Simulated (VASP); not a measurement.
Input of a VASP 6.6.1 run:

The input INCAR:

```
SYSTEM = Cr
ALGO = Normal ; EDIFF = 1E-6
ENCUT = 520 ; ISIF = 2
ISMEAR = -1 ; LASPH = .True.
LCHARG = .False. ; LREAL = .False.
LWAVE = .False. ; NBANDS = 19
NELM = 60 ; PREC = Accurate
SIGMA = 0.1
```

Contents of KPOINTS:

```
k-points
0
Gamma
  18 18 18
  0 0 0
```

POSCAR

```
Cr
1.0
    0.0000000000      2.4036375029      2.4036375029
    2.4036375029      0.0000000000      2.4036375029
    2.4036375029      2.4036375029      0.0000000000
Cr
2
Direct
    0.1250000000      0.1250000000      0.1250000000
    0.8750000000      0.8750000000      0.8750000000
```

Potentials or basis: VASP PAW LDA potentials, release 64 (Cr_pv).

Launch:

```console
$ cat potpaw_LDA.64/Cr_pv/POTCAR > POTCAR
$ mpirun -np 1 vasp_std > vasp.out
```

Task: Estimate the pressure.

Result: 13.7 GPa.

Task: What does it give for the band gap on the k mesh?

Result: Zero (bands 12 and 13 overlap by 0.70 eV).

Caveat: the cell stands under pressure; the run has no spin polarisation, though such a crystal can be magnetic. Spin polarisation is off, so any magnetic state and its effect on volume and gap are missing.
